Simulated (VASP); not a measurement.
Here is a VASP 6.6.1 calculation.

File INCAR:

```
PREC = Accurate ; ENCUT = 520
EDIFF = 1E-7 ; ISMEAR = 0
SIGMA = 0.15 ; LREAL = F
LASPH = T ; NELM = 80
ALGO = Normal ; ISIF = 2
LWAVE = F ; LCHARG = F
GGA = PE ; NBANDS = 12
```

KPOINTS

```
Automatic mesh
0
Gamma
  22 22 22
```

Contents of POSCAR:

```
Zn
1.0
    0.0000000000      2.0639735414      2.0639735414
    2.0639735414      0.0000000000      2.0639735414
    2.0639735414      2.0639735414      0.0000000000
Zn
1
Direct
    0.0000000000      0.0000000000      0.0000000000
```

Potentials or basis: VASP PAW PBE potentials, release 64 (Zn).

Launch:

```bash
$ cat potpaw_PBE.64/Zn/POTCAR > POTCAR
$ mpirun -np 1 vasp_std > vasp.out
```

Q: Estimate the band gap on the k mesh.

A: Zero (band 6 reaches 3.84 eV, above the bottom of band 7 at 0.52 eV).

Q: What does it give for the pressure?

A: -6.7 GPa.
